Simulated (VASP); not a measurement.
A run of VASP 6.6.1 is set up as follows.

The input POSCAR:

```
Rh
1.0
    0.0000000000      1.9015500000      1.9300732500
    1.9015500000      0.0000000000      1.9300732500
    1.9015500000      1.9015500000      0.0000000000
Rh
1
Direct
    0.0000000000      0.0000000000      0.0000000000
```

Contents of INCAR.step1:

```
SYSTEM = Rh
PREC = Accurate
ENCUT = 680
ISMEAR = 0
SIGMA = 0.15
LREAL = .False.
LASPH = .True.
NELM = 120
NBANDS = 14
GGA = PE
ALGO = Normal
EDIFF = 1E-5
LWAVE = .True.
LCHARG = .False.
GGA_COMPAT = .False.
```

Contents of INCAR.step2:

```
SYSTEM = Rh
PREC = Accurate
ENCUT = 680
EDIFF = 1E-6
ISMEAR = 0
SIGMA = 0.15
LREAL = .False.
LASPH = .True.
NELM = 120
ALGO = Normal
ISIF = 2
LWAVE = .False.
LCHARG = .True.
METAGGA = R2SCAN
LMIXTAU = .True.
LELF = .True.
LVHAR = .True.
NBANDS = 14
ISTART = 1
GGA_COMPAT = .False.
```

The input KPOINTS:

```
Automatic mesh
0
Gamma
  8 8 8
  0 0 0
```

Potentials or basis: VASP PAW PBE potentials, release 64 (Rh_sv_GW).

Command:

```console
$ cat potpaw_PBE.64/Rh_sv_GW/POTCAR > POTCAR
$ cp INCAR.step1 INCAR
$ mpirun -np 1 vasp_std > vasp.out
$ cp INCAR.step2 INCAR
$ mpirun -np 1 vasp_std > vasp.out
```

**Question.** Predict the pressure.

**Answer.** -3.7 GPa.

**Question.** Estimate the band gap on the k mesh.

**Answer.** Zero (an odd number of electrons rules out a gap without spin polarisation).

Stress tensor (GPa, compression positive):
```
-2.60  0.00  0.00
 0.00 -2.60  0.00
 0.00  0.00 -5.99
```

Caveat: the cell differs from its parent crystal (strain +0.000 along x and y, +0.015 along z); the cell stands under tension; the PAW data sets were made with another functional, which shifts forces and pressure a little.
